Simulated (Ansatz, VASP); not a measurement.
**Two plane-wave programs on H3C18N**

```
CELL_PARAMETERS angstrom
7.39800 0.00000 0.00000
-3.69900 6.40686 0.00000
0.00000 0.00000 13.00000
ATOMIC_POSITIONS crystal
C 0.99681 0.00042 0.05158
C 0.21871 0.11139 0.05156
C 0.99771 0.33237 0.05156
C 0.21776 0.44234 0.05159
C 0.99536 0.66471 0.05154
C 0.22006 0.77707 0.05155
C 0.33109 0.99903 0.05148
C 0.55121 0.10915 0.05137
C 0.32877 0.33146 0.05156
C 0.55351 0.44378 0.05149
C 0.33012 0.66703 0.05158
C 0.55207 0.77803 0.05159
C 0.66215 0.99817 0.05149
C 0.88683 0.11053 0.05156
C 0.66356 0.33381 0.05143
C 0.88537 0.44469 0.05150
C 0.66444 0.66565 0.05158
C 0.88448 0.77570 0.05157
N 0.60733 0.14665 0.32176
H 0.62039 0.08069 0.38856
H 0.48880 0.17792 0.33343
H 0.55417 0.03151 0.26713
```

Alike in both runs: functional PBEsol; k mesh 2 × 2 × 1; occupations gaussian, width 0.02 eV; no spin polarisation.

Ansatz relaxed the structure, and its values are those at the end. VASP's run is a single point on that final structure, the one shown.

```csv
,VASP,Ansatz
version,VASP 6.6.1,Ansatz 0.2.0
potentials or method,"VASP PAW PBE potentials, release 64 (C, N, H), cutoff 520 eV","scalar-relativistic, plane waves, PAW"
valence electrons in the cell,80,80
```

|  | VASP | Ansatz | Ansatz less VASP |
| --- | --- | --- | --- |
| rms of the force components (eV/Å) | 0.010 | 0.005 | -0.0049 |

VASP's potentials were made for PBE, not for PBEsol.

The k mesh is coarse, so the values compare programs but aren't converged.
